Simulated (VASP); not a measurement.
Wanted: the native input for a VASP 6.6.1 run.

| Item | Value |
| --- | --- |
| Task | single point |
| Functional | PBE |
| Potentials or basis | VASP PAW PBE potentials, release 64 (Mn_pv, F) |
| Cutoff | 520 eV |
| k mesh | 8 × 8 × 6 |
| Occupations | gaussian, width 0.05 eV |
| Spin | collinear spin, ferromagnetic start |
| Starting moments | [4.73, 0.07, 0.07] μB |
| Hubbard terms | Mn d U = 3.9 eV |
| Dipole correction | no |
| Further INCAR settings | ALGO = Normal; EDIFF = 1e-06; NBANDS = 24 |

The structure of MnF2 lies in POSCAR:

```
MnF2
1.0
    3.3673698523      0.0000000000      0.0000000000
   -1.6836849261      2.9162278360      0.0000000000
    0.0000000000      0.0000000000      4.7789628830
Mn F
1 2
Direct
    0.0000000000      0.0000000000      0.0000000000
    0.3333333333      0.6666666667      0.2020133983
    0.6666666667      0.3333333333      0.7979866017
```

These files were run (other wordings do the same):

INCAR

```
PREC = Accurate
ENCUT = 520
EDIFF = 1E-6
ISMEAR = 0
SIGMA = 0.05
LREAL = False
LASPH = True
NELM = 150
ALGO = Normal
ISIF = 2
LWAVE = False
LCHARG = False
ISPIN = 2
MAGMOM = 4.73 0.07 0.07
LORBIT = 11
LMAXMIX = 4
LDAU = True
LDAUTYPE = 2
LDAUL = 2 -1
LDAUU = 3.9 0
LDAUJ = 0 0
LDAUPRINT = 1
GGA = PE
NBANDS = 24
```

KPOINTS

```
regular mesh
0
Gamma
  8 8 6
```

Potentials or basis: VASP PAW PBE potentials, release 64 (Mn_pv, F).

Command:

```sh
$ cat potpaw_PBE.64/Mn_pv/POTCAR potpaw_PBE.64/F/POTCAR > POTCAR
$ mpirun -np 1 vasp_std > vasp.out
```

Results of the run:

```
Pressure                                              : -0.4 GPa
Largest force                                         : 0.038 eV/Å
Band gap on the k mesh                                : 3.06 eV (least direct gap 3.09 eV)
Net moment                                            : 5.00 μB per cell
Site moments                                          : Mn +4.68; F +0.06 μB
Valence electrons inside the program's atomic spheres : Mn 11.22; F 6.09
```

Caveat: a cell with one magnetic atom can't hold antiferromagnetic order, which such compounds often take.

Wall time 51 s on 1 thread of Intel(R) Xeon(R) Platinum 8559C (Emerald Rapids) (shared host), peak memory 0.23 GiB.
